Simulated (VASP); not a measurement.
# BAs: single point with PBE

Crystal: BAs.

```
CELL_PARAMETERS angstrom
0.00000 2.38051 2.41372
2.38051 0.00000 2.41372
2.38051 2.38051 0.00000
ATOMIC_POSITIONS crystal
B 0.00000 0.00000 0.00000
As 0.25000 0.25000 0.25000
```

This cell differs from its parent crystal: strained cell.

```
Program                : VASP 6.6.1
Task                   : single point
Functional             : PBE
Potentials or basis    : VASP PAW PBE potentials, release 64 (B, As)
Cutoff                 : 500 eV
k mesh                 : 8 × 8 × 8
Occupations            : gaussian, width 0.02 eV
Spin                   : no spin polarisation
Dipole correction      : no
Further INCAR settings : ALGO = Normal; EDIFF = 1e-06; NBANDS = 11
```

```json
{"Pressure": "2.9 GPa", "Band gap on the k mesh": "1.09 eV (least direct gap 3.20 eV)"}
```

Stress tensor (GPa, compression positive):
```
3.84 0.00 0.00
0.00 3.84 0.00
0.00 0.00 0.94
```

Levels at points of the mesh, in eV from the valence-band top:
| k point | band 1 | band 2 | band 3 | band 4 | band 5 | band 6 | band 7 | band 8 |
| --- | --- | --- | --- | --- | --- | --- | --- | --- |
| (0.00, 0.00, 0.00) | -15.41 | -0.14 | 0.00 | 0.00 | 3.20 | 3.20 | 3.29 | 4.59 |
| (0.50, 0.00, 0.00) | -12.55 | -8.81 | -1.94 | -1.78 | 2.61 | 4.69 | 4.79 | 8.81 |
| (0.50, 0.50, 0.00) | -11.32 | -8.63 | -4.02 | -4.02 | 1.49 | 1.52 | 11.27 | 11.27 |
| (0.50, 0.00, 0.50) | -11.20 | -8.52 | -4.16 | -4.14 | 1.33 | 1.34 | 11.18 | 11.38 |

It took 32 s on 1 thread of Intel Xeon 8259CL (shared host), peak memory 0.16 GiB.

Caveat: the cell differs from its parent crystal (strained cell). A k mesh can miss the band edges.
